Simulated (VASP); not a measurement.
Ni: single point with HSE06

Crystal: Ni.

```
Ni
1.0
    -1.40033    1.40033    1.40033
     1.40033   -1.40033    1.40033
     1.40033    1.40033   -1.40033
Ni
1
Direct
  0.00000 0.00000 0.00000
```

This isn't the form of Ni at room conditions, which is fcc.

- Program: VASP 6.6.1
- Task: single point
- Functional: HSE06
- Potentials or basis: VASP PAW PBE potentials, release 64 (Ni)
- Cutoff: 520 eV
- k mesh: 8 × 8 × 8
- Occupations: fermi-dirac, width 0.1 eV
- Spin: collinear spin, ferromagnetic start
- Starting moments: [0.592] μB

The pressure is -0.8 GPa. The net moment is 0.76 μB per cell and the site moments are Ni +0.79 μB. The valence electrons inside the program's atomic spheres are Ni 9.35.

Levels at points of the mesh, in eV from the Fermi level:
Spin up:
```csv
k point,band 1,band 2,band 3,band 4,band 5,band 6,band 7,band 8,band 9,band 10
"(0.00, 0.00, 0.00)",-9.54,-4.07,-4.07,-4.07,-2.45,-2.45,27.93,27.93,27.93,32.91
"(0.50, 0.00, 0.00)",-6.08,-4.98,-2.56,-2.21,-1.64,0.76,7.24,20.52,21.64,25.29
"(0.50, 0.50, 0.50)",-5.74,-5.74,-1.94,-1.94,-1.94,11.02,11.02,11.02,16.92,16.92
```
Spin down:
| k point | band 1 | band 2 | band 3 | band 4 | band 5 | band 6 | band 7 | band 8 | band 9 | band 10 |
| --- | --- | --- | --- | --- | --- | --- | --- | --- | --- | --- |
| (0.00, 0.00, 0.00) | -9.89 | -1.66 | -1.66 | -1.55 | -1.55 | -1.55 | 27.55 | 27.55 | 27.55 | 32.67 |
| (0.50, 0.00, 0.00) | -5.06 | -2.77 | -1.36 | -1.12 | 0.30 | 1.89 | 8.21 | 20.22 | 21.60 | 25.70 |
| (0.50, 0.50, 0.50) | -5.26 | -5.26 | 1.65 | 1.65 | 1.65 | 10.82 | 10.82 | 10.82 | 16.93 | 16.93 |

Run time: 54 min on 1 thread of Intel(R) Xeon(R) Platinum 8259CL CPU @ 2.50GHz (Skylake/Cascade Lake), on a shared host, peak memory 0.24 GiB.

Caveat: the k points lie up to 0.40 Å⁻¹ apart; the PAW data sets were made with another functional, which shifts forces and pressure a little.
